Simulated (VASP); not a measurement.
Crystal: Cr.

```xyz
2
Lattice="2.8839 0.0000 0.0000 0.0000 2.8839 0.0000 0.0000 0.0000 2.8839" Properties=species:S:1:pos:R:3 pbc="T T T"
Cr    0.0000    0.0000    0.0000
Cr    1.4420    1.4420    1.4420
```

* Program: VASP 6.6.1
* Task: relaxation of cell and atoms
* Functional: r2SCAN
* Potentials or basis: VASP PAW PBE potentials, release 64 (Cr_pv)
* Cutoff: 600 eV
* k mesh: 11 × 11 × 11
* Occupations: fermi-dirac, width 0.05 eV
* Spin: collinear spin, antiferromagnetic start
* Starting moments: [1.5, -1.5] μB

At the start: pressure 10.6 GPa; volume 11.99 Å³/atom.

Task: Where does the relaxation end?

Result: Over 3 steps the energy falls by 33.8 meV/atom and the volume is 13.07 Å³/atom (+9.0 %); space group Im-3m (No. 229, to 0.1 Å) before and after; moment 0.00 μB per cell.

The path:
| step | energy change (eV) | largest force (eV/Å) | pressure (GPa) | volume (Å³) |
| --- | --- | --- | --- | --- |
| 1 | 0.0000 | 0.0000 | 10.64 | 23.99 |
| 2 | -0.0617 | 0.0000 | -2.71 | 26.86 |
| 3 | -0.0676 | 0.0000 | -0.04 | 26.15 |

Final structure:
```
Cr
1.0
     2.96814    0.00000    0.00000
     0.00000    2.96814    0.00000
     0.00000    0.00000    2.96814
Cr
2
Direct
  0.00000 0.00000 0.00000
  0.50000 0.50000 0.50000
```

Caveat: the antiferromagnetic order is the one typed at the start, and another may lie lower; the PAW data sets were made with another functional, which shifts forces and pressure a little.
